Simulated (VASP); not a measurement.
A run of VASP 6.6.1:

File INCAR:

```
SYSTEM = IrO2
PREC = Accurate ; ENCUT = 600
EDIFF = 1E-6 ; ISMEAR = -1
SIGMA = 0.15 ; LREAL = .False.
LASPH = .True. ; NELM = 120
ALGO = Normal ; ISIF = 2
LWAVE = .False. ; LCHARG = .False.
GGA = PE ; NBANDS = 30
GGA_COMPAT = .False.
```

Contents of KPOINTS:

```
regular mesh
0
Gamma
  2 2 2
  0 0 0
```

Contents of POSCAR:

```
IrO2
1.0
    4.5051000000      0.0000000000      0.0000000000
    0.0000000000      4.5051000000      0.0000000000
    0.0000000000      0.0000000000      3.1586000000
Ir O
2 4
Direct
    0.0000000000      0.0000000000      0.0000000000
    0.5000000000      0.5000000000      0.5000000000
    0.3077000000      0.3077000000      0.0000000000
    0.1923000000      0.8077000000      0.5000000000
    0.6923000000      0.6923000000      0.0000000000
    0.8077000000      0.1923000000      0.5000000000
```

Potentials or basis: VASP PAW PBE potentials, release 64 (Ir, O).

Run with:

```bash
$ cat potpaw_PBE.64/Ir/POTCAR potpaw_PBE.64/O/POTCAR > POTCAR
$ mpirun -np 1 vasp_std > vasp.out
```

Hardware: 1 thread of Intel(R) Xeon(R) 6975P-C (Granite Rapids), with other jobs on the host.

Task: How long does it take, and how much memory?

Result: Run time: 8.4 s on 1 thread of Intel(R) Xeon(R) 6975P-C (Granite Rapids), with other jobs on the host, peak memory 0.18 GiB. Counts: scf iterations 13, k points 6.
